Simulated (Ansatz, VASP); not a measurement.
# SiC in VASP and in Ansatz

File POSCAR:

```
SiC
1.0
   -3.0751950066      0.0000000000      0.0000000000
   -1.5375975033     -2.6631969973      0.0000000000
   -0.9225585020      0.0000000000     10.0963337124
Si C
4 4
Direct
    0.0615179009      0.3333333333      0.9060514413
    0.2115179009      0.3333333333      0.4060514413
    0.6198512343      0.6666666667      0.1560514413
    0.4698512343      0.6666666667      0.6560514413
    0.3051487657      0.3333333333      0.0939485587
    0.1551487657      0.3333333333      0.5939485587
    0.5634820991      0.6666666667      0.3439485587
    0.4134820991      0.6666666667      0.8439485587
```

Contents of INCAR.step1:

```
SYSTEM = SiC
  PREC = Accurate
  ENCUT = 520
  ISMEAR = 0
  SIGMA = 0.05
  LREAL = .FALSE.
  LASPH = .TRUE.
  NELM = 60
  NBANDS = 26
  GGA = PE
  ALGO = Normal
  EDIFF = 1E-4
  LWAVE = .TRUE.
  LCHARG = .FALSE.
```

Contents of INCAR.step2:

```
SYSTEM = SiC
  PREC = Accurate
  ENCUT = 520
  EDIFF = 1E-6
  ISMEAR = 0
  SIGMA = 0.05
  LREAL = .FALSE.
  LASPH = .TRUE.
  NELM = 60
  ALGO = Normal
  ISIF = 2
  LWAVE = .FALSE.
  LCHARG = .FALSE.
  METAGGA = R2SCAN
  LMIXTAU = .TRUE.
  NBANDS = 26
  ISTART = 1
```

File KPOINTS:

```
regular mesh
0
G
  8 8 3
  0 0 0
```

Input for Ansatz:

```yaml
crystal:
  lattice:
    - [-3.0751950066, 0.0, 0.0]
    - [-1.5375975033, -2.6631969973, 0.0]
    - [-0.922558502, 0.0, 10.0963337124]
  atoms:
    - { symbol: Si, position: [0.0615179009, 0.3333333333, 0.9060514413] }
    - { symbol: Si, position: [0.2115179009, 0.3333333333, 0.4060514413] }
    - { symbol: Si, position: [0.6198512343, 0.6666666667, 0.1560514413] }
    - { symbol: Si, position: [0.4698512343, 0.6666666667, 0.6560514413] }
    - { symbol: C, position: [0.3051487657, 0.3333333333, 0.0939485587] }
    - { symbol: C, position: [0.1551487657, 0.3333333333, 0.5939485587] }
    - { symbol: C, position: [0.5634820991, 0.6666666667, 0.3439485587] }
    - { symbol: C, position: [0.4134820991, 0.6666666667, 0.8439485587] }
basis:
  ecutwfc: 500
kpoints:
  mp_grid: { grid: [8, 8, 3] }
hamiltonian:
  xc: r2scan
scf:
  occupations: { method: gaussian, width: 0.05 }
output:
  forces: true
  stress: true
  eigenvalues: true
```

Alike in both runs: task single point; functional r2SCAN; k mesh 8 × 8 × 3; occupations gaussian, width 0.05 eV; no spin polarisation.

|  | VASP | Ansatz |
| --- | --- | --- |
| version | VASP 6.6.1 | Ansatz 0.2.0 |
| potentials or method | VASP PAW PBE potentials, release 64 (Si, C), cutoff 520 eV | scalar-relativistic, plane waves, PAW |
| valence electrons in the cell | 32 | 32 |

```csv
,VASP,Ansatz,Ansatz less VASP
gap on the k mesh at the Fermi level (eV),1.61,1.61,-0.004
least direct gap on the mesh (eV),2.88,2.88,-0.005
pressure (GPa),-1.2,-1.0,+0.16
"traceless stress, the component that is largest in VASP (GPa)",10.63,10.57,-0.059
rms of the force components (eV/Å),0.618,0.617,-0.0012
```

VASP's potentials were made for PBE, not for r2SCAN. Atom by atom the forces differ by 0.005 eV/Å (rms over components). The functional is the same, so the differences come from potentials, cutoffs and numerics.
